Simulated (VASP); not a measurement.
Input of a VASP 6.6.1 run:

File INCAR:

```
  PREC = Accurate
  ENCUT = 520
  EDIFF = 1E-6
  ISMEAR = 0
  SIGMA = 0.01
  LREAL = F
  LASPH = T
  NELM = 60
  ALGO = Normal
  ISIF = 2
  LWAVE = F
  LCHARG = F
  GGA = PS
  NBANDS = 16
```

KPOINTS

```
regular mesh
0
Gamma
  6 6 6
```

File POSCAR:

```
CuI
1.0
    0.0000000000      3.0315000000      3.0315000000
    3.0315000000      0.0000000000      3.0315000000
    3.0315000000      3.0315000000      0.0000000000
Cu I
1 1
Direct
    0.2500000000      0.2500000000      0.2500000000
    0.0000000000      0.0000000000      0.0000000000
```

Potentials or basis: VASP PAW PBE potentials, release 64 (Cu, I).

Command:

```sh
$ cat potpaw_PBE.64/Cu/POTCAR potpaw_PBE.64/I/POTCAR > POTCAR
$ mpirun -np 1 vasp_std > vasp.out
```

(1) What does it give for the pressure?

(2) Predict the band gap on the k mesh.

Answers

(1) -2.1 GPa.

(2) 1.03 eV, direct.

Caveat: the PAW data sets were made with another functional, which shifts forces and pressure a little; spin-orbit coupling is left out, which moves the levels of the heavy elements.
